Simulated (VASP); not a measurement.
# CsPbCl3 (Pm-3m) in VASP: single point with PBE

Aim: the single point of CsPbCl3 with PBE.

Program: VASP 6.6.1. These are calculated values, not measurements. Logs are shortened: lines on timing, memory, paths and dates and some standing lists are left out, and cuts for length are marked.

## 1. The cell of the first run

Symmetry: Pm-3m, No. 221, cubic system. The conventional cell has a = 5.735 Å, b = 5.735 Å, c = 5.735 Å, α = 90.00°, β = 90.00°, γ = 90.00°. Within 5.3 Å of Cs (site symmetry m-3m) lie 12 Cl at 4.06 Å and 8 Pb at 4.97 Å. Pb (site symmetry m-3m) has 6 Cl at 2.87 Å within 3.8 Å. Within 3.8 Å of Cl (site symmetry 4/mmm) lie 2 Pb at 2.87 Å.

## 2. Single point, PBE

The input, INCAR:

```
ALGO = Normal
EDIFF = 1E-6
ENCUT = 520
GGA = PE
ISIF = 2
ISMEAR = 0
LASPH = True
LCHARG = False
LREAL = False
LWAVE = False
NBANDS = 30
NELM = 100
PREC = Accurate
SIGMA = 0.02
```

The input, KPOINTS:

```
k-points
0
Gamma
  6 6 6
```

The input, POSCAR:

```
CsPbCl3
1.0
    5.7352728011      0.0000000000      0.0000000000
    0.0000000000      5.7352728011      0.0000000000
    0.0000000000      0.0000000000      5.7352728011
Cs Pb Cl
1 1 3
Direct
    0.0000000000      0.0000000000      0.0000000000
    0.5000000000      0.5000000000      0.5000000000
    0.5000000000      0.5000000000      0.0000000000
    0.0000000000      0.5000000000      0.5000000000
    0.5000000000      0.0000000000      0.5000000000
```

Potentials or basis: VASP PAW PBE potentials, release 64 (Cs_sv, Pb_d, Cl).

Run with:

```
cat potpaw_PBE.64/Cs_sv/POTCAR potpaw_PBE.64/Pb_d/POTCAR potpaw_PBE.64/Cl/POTCAR > POTCAR
mpirun -np 1 vasp_std > vasp.out
```

OUTCAR:

```text
EDIFF = 1E-6
   ENCUT = 520
   GGA = PE
   ISIF = 2
   ISMEAR = 0
   LASPH = True
   LREAL = False
   NELM = 100
   PREC = Accurate

 ion  position               nearest neighbor table
   1  0.000  0.000  0.000-
   2  0.500  0.500  0.500-   3 2.87   4 2.87   5 2.87   3 2.87   5 2.87   4 2.87
   3  0.500  0.500  0.000-   2 2.87   2 2.87
   4  0.000  0.500  0.500-   2 2.87   2 2.87
   5  0.500  0.000  0.500-   2 2.87   2 2.87

  LATTYP: Found a simple cubic cell.
 ALAT       =     5.7352728011

  Lattice vectors:

 A1 = (   5.7352728011,   0.0000000000,   0.0000000000)
 A2 = (   0.0000000000,   5.7352728011,   0.0000000000)
 A3 = (   0.0000000000,   0.0000000000,   5.7352728011)

Analysis of symmetry for initial positions (statically):
=====================================================================
 Subroutine PRICEL returns:
 Original cell was already a primitive cell.

 Routine SETGRP: Setting up the symmetry group for a
 simple cubic supercell.

 Subroutine GETGRP returns: Found 48 space group operations
 (whereof 48 operations were pure point group operations)
 out of a pool of 48 trial point group operations.

The static configuration has the point symmetry O_h .

Analysis of symmetry for dynamics (positions and initial velocities):
=====================================================================
 Subroutine PRICEL returns:
 Original cell was already a primitive cell.

 Routine SETGRP: Setting up the symmetry group for a
 simple cubic supercell.

 Subroutine GETGRP returns: Found 48 space group operations
 (whereof 48 operations were pure point group operations)
 out of a pool of 48 trial point group operations.

The dynamic configuration has the point symmetry O_h .

 Subroutine INISYM returns: Found 48 space group operations
 (whereof 48 operations are pure point group operations),
 and found     1 'primitive' translations

----------------------------------------------------------------------------------------

                                     Primitive cell

  volume of cell :     188.6524

[... 83 lines left out ...]
   ISPIN  =      1    spin polarized calculation?
   LNONCOLLINEAR =      F non collinear calculations
   LSORBIT =      F    spin-orbit coupling
   LASPH  =      T    aspherical Exc in radial PAW
   ENCUT  =  520.0 eV  38.22 Ry    6.18 a.u.  10.66 10.66 10.66*2*pi/ulx,y,z
   NELM   =    100;   NELMIN=  2; NELMDL= -5     # of ELM steps
   EDIFF  = 0.1E-05   stopping-criterion for ELM
   LREAL  =      F    real-space projection
   EDIFFG = 0.1E-04   stopping-criterion for IOM
   NSW    =      0    number of steps for IOM
   IBRION =     -1    ionic relax: 0-MD 1-quasi-New 2-CG
   NFREE  =      0    steps in history (QN), initial steepest desc. (CG)
   ISIF   =      2    stress and relaxation
   ISYM   =      2    0-nonsym 1-usesym 2-fastsym
   POTIM  = 0.5000    time-step for ionic-motion
   TEBEG  =    0.0;   TEEND  =   0.0 temperature during run
   PSTRESS=    0.0 pullay stress
   NELECT =      44.0000    total number of electrons
   NUPDOWN=      -1.0000    fix difference up-down
   EMIN   =  10.00;   EMAX   =-10.00  energy-range for DOS
   EFERMI =   0.00;   METHOD = LEGACY
   ISMEAR =     0;   SIGMA  =   0.02  broadening in eV -4-tet -1-fermi 0-gaus
   EFERMI_NEDOS =   21; number of points for ismear=-14 and -15
   IALGO  =     38    algorithm
   IMIX   =      4    mixing-type and parameters
     AMIX     =   0.40;   BMIX     =  1.00
     AMIX_MAG =   1.60;   BMIX_MAG =  1.00
  volume/ion in A,a.u.               =      37.73       254.62
  Fermi-wavevector in a.u.,A,eV,Ry     =   1.007716  1.904308 13.816611  1.015492
  Thomas-Fermi vector in A             =   2.140539
   LORBIT       =      0    0 simple, 1 ext, 2 COOP (PROOUT), +10 PAW based schemes
   GGA     = PE    functional components
   LHFCALC =     F    Hartree Fock is set to
   AEXX    =    0.0000 exact exchange contribution
   IVDW    =     0    specifies the selected vdW correction
   LEPSILON=     F    determine dielectric tensor
   LRPA    =     F    only Hartree local field effects (RPA)
 non-spin polarized calculation
 Gauss-broadening in eV      SIGMA  =   0.02
  energy-cutoff  :      520.00
  volume of cell :      188.65
 maximum number of plane-waves:      5112
 NGX is ok and might be reduce to    48
   NGX = 21   NGY = 21   NGZ = 21

 number of electron      44.0000012 magnetization

 Free energy of the ion-electron system (eV)
  ---------------------------------------------------
  ext. energy  EPLUGINS =         0.00000000
  ---------------------------------------------------
  free energy    TOTEN  =       -17.56538434 eV

  energy without entropy =      -17.56538434  energy(sigma->0) =      -17.56538434

 E-fermi :   1.0584     XC(G=0):  -7.5292

 val. band max:        0.9572407174   @ k =   0.5000   0.5000   0.5000
 cond. band min:       3.1741741633   @ k =   0.5000   0.5000   0.5000
 fundamental gap:      2.2169334459
 Fermi energy:         1.0583762578

 k-point     1 :       0.0000    0.0000    0.0000
  band No.  band energies     occupation
      1     -20.0748      2.00000
      2     -15.5487      2.00000
      3     -15.5487      2.00000
      4     -15.3903      2.00000
      5     -15.3903      2.00000
      6     -15.3903      2.00000
[... 649 lines left out ...]
     29       6.8612      0.00000
     30       8.0008      0.00000

------------------------ aborting loop because EDIFF is reached ----------------------------------------

  FORCE on cell =-STRESS in cart. coord.  units (eV):
  Direction    XX          YY          ZZ          XY          YZ          ZX
  --------------------------------------------------------------------------------------
  -------------------------------------------------------------------------------------
  Total       -0.0503806     -0.0503806     -0.0503806     -0.0000000     -0.0000000      0.0000000
  in kB       -0.4278695     -0.4278695     -0.4278695     -0.0000000     -0.0000000      0.0000000
  external PRESSURE =      -0.4278695 kB  Pullay stress =       0.0000000 kB

 VOLUME and BASIS-vectors are now :
 -----------------------------------------------------------------------------
  energy-cutoff  :      520.00
  volume of cell :      188.65
      direct lattice vectors                 reciprocal lattice vectors
     5.735272801  0.000000000  0.000000000     0.174359622  0.000000000  0.000000000
     0.000000000  5.735272801  0.000000000     0.000000000  0.174359622  0.000000000
     0.000000000  0.000000000  5.735272801     0.000000000  0.000000000  0.174359622

 POSITION                                       TOTAL-FORCE (eV/Angst)
 -----------------------------------------------------------------------------------
      0.00000      0.00000      0.00000         0.000000      0.000000      0.000000
      2.86764      2.86764      2.86764         0.000000      0.000000      0.000000
      2.86764      2.86764      0.00000         0.000000      0.000000      0.000000
      0.00000      2.86764      2.86764         0.000000      0.000000      0.000000
      2.86764      0.00000      2.86764         0.000000      0.000000      0.000000
 -----------------------------------------------------------------------------------
    total drift:                                0.000000     -0.000000     -0.000000

  FREE ENERGIE OF THE ION-ELECTRON SYSTEM (eV)
  ---------------------------------------------------
  free  energy   TOTEN  =       -17.5653843385 eV

  energy  without entropy=      -17.5653843385  energy(sigma->0) =      -17.56538434
```

OSZICAR:

```text
N       E                     dE             d eps       ncg     rms          rms(c)
DAV:   1     0.406360013609E+03    0.40636E+03   -0.18987E+04  1200   0.132E+03
DAV:   2     0.320319547804E+02   -0.37433E+03   -0.35815E+03  1408   0.311E+02
DAV:   3    -0.166073676474E+02   -0.48639E+02   -0.48094E+02  1536   0.119E+02
DAV:   4    -0.184742334950E+02   -0.18669E+01   -0.18608E+01  1504   0.301E+01
DAV:   5    -0.185435612583E+02   -0.69328E-01   -0.69306E-01  1542   0.508E+00    0.491E+00
DAV:   6    -0.176003669656E+02    0.94319E+00   -0.16429E+00  1684   0.135E+01    0.323E+00
DAV:   7    -0.175519619288E+02    0.48405E-01   -0.64163E-01  1764   0.430E+00    0.186E+00
DAV:   8    -0.175671329288E+02   -0.15171E-01   -0.82761E-02  1606   0.217E+00    0.284E-01
DAV:   9    -0.175647451862E+02    0.23877E-02   -0.19762E-02  1888   0.103E+00    0.144E-01
DAV:  10    -0.175652805125E+02   -0.53533E-03   -0.19519E-03  1434   0.253E-01    0.610E-02
DAV:  11    -0.175653814632E+02   -0.10095E-03   -0.24024E-04  1584   0.121E-01    0.943E-03
DAV:  12    -0.175653842188E+02   -0.27555E-05   -0.26128E-05  1660   0.501E-02    0.337E-03
DAV:  13    -0.175653843385E+02   -0.11976E-06   -0.18223E-06  1460   0.731E-03
   1 F= -.17565384E+02 E0= -.17565384E+02  d E =-.409883E-15
```

It took 55 s on 1 thread of Intel Xeon 6975P-C (Granite Rapids), shared host; peak memory 0.38 GiB.

What came out:

* Free energy: -17.5654 eV
* Pressure: 0.0 GPa
* Band gap on the k mesh: 2.22 eV, direct

Caveat: spin-orbit coupling is left out, which moves the levels of the heavy elements. A k mesh can miss the band edges.
